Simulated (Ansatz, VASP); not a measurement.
# Al2O3: VASP beside Ansatz

INCAR

```
SYSTEM = Al2O3
  ALGO = Normal
  EDIFF = 1E-7
  ENCUT = 520
  GGA = PE
  ISIF = 2
  ISMEAR = 0
  IVDW = 12
  LASPH = .TRUE.
  LCHARG = .FALSE.
  LREAL = .FALSE.
  LWAVE = .FALSE.
  NBANDS = 20
  NELM = 100
  PREC = Accurate
  SIGMA = 0.05
```

File KPOINTS:

```
k-points
0
G
  9 9 4
  0 0 0
```

POSCAR

```
Al2O3
1.0
    2.8672039189      0.0000000000      0.0000000000
   -1.4336019595      2.4830714316      0.0000000000
    0.0000000000      0.0000000000      6.6396000000
Al O
2 3
Direct
    0.0000000000      0.0000000000      0.1907358529
    0.0000000000      0.0000000000      0.8092641471
    0.3333333333      0.6666666667      0.2840924954
    0.6666666667      0.3333333333      0.0000000000
    0.3333333333      0.6666666667      0.7159075046
```

Input for Ansatz:

```yaml
crystal:
  lattice:
    - [2.8672039189, 0.0, 0.0]
    - [-1.4336019595, 2.4830714316, 0.0]
    - [0.0, 0.0, 6.6396]
  atoms:
    - { symbol: Al, position: [0.0, 0.0, 0.1907358529] }
    - { symbol: Al, position: [0.0, 0.0, 0.8092641471] }
    - { symbol: O, position: [0.3333333333, 0.6666666667, 0.2840924954] }
    - { symbol: O, position: [0.6666666667, 0.3333333333, 0.0] }
    - { symbol: O, position: [0.3333333333, 0.6666666667, 0.7159075046] }
basis:
  ecutwfc: 520.0
kpoints:
  mp_grid: { grid: [9, 9, 4] }
hamiltonian:
  xc: pbe
  pseudopotentials: { kind: paw, azcp: { folder: soft_1 } }
  dispersion: d3bj
scf:
  occupations: { method: gaussian, width: 0.05 }
output:
  forces: true
  stress: true
  eigenvalues: true
```

Alike in both runs: task single point; functional PBE; dispersion D3(BJ); k mesh 9 × 9 × 4; occupations gaussian, width 0.05 eV; no spin polarisation.

|  | VASP | Ansatz |
| --- | --- | --- |
| version | VASP 6.6.1 | Ansatz 0.2.0 |
| potentials or method | VASP PAW PBE potentials, release 64 (Al, O), cutoff 520 eV | scalar-relativistic, plane waves, PAW |
| valence electrons in the cell | 24 | 24 |

|  | VASP | Ansatz | Ansatz less VASP |
| --- | --- | --- | --- |
| gap on the k mesh at the Fermi level (eV) | 4.22 | 4.24 | +0.025 |
| least direct gap on the mesh (eV) | 4.32 | 4.35 | +0.024 |
| pressure (GPa) | 14.8 | 14.7 | -0.12 |
| traceless stress, the component that is largest in VASP (GPa) | 16.03 | 16.35 | +0.325 |
| rms of the force components (eV/Å) | 0.663 | 0.658 | -0.0044 |

Atom by atom the forces differ by 0.016 eV/Å (rms over components).
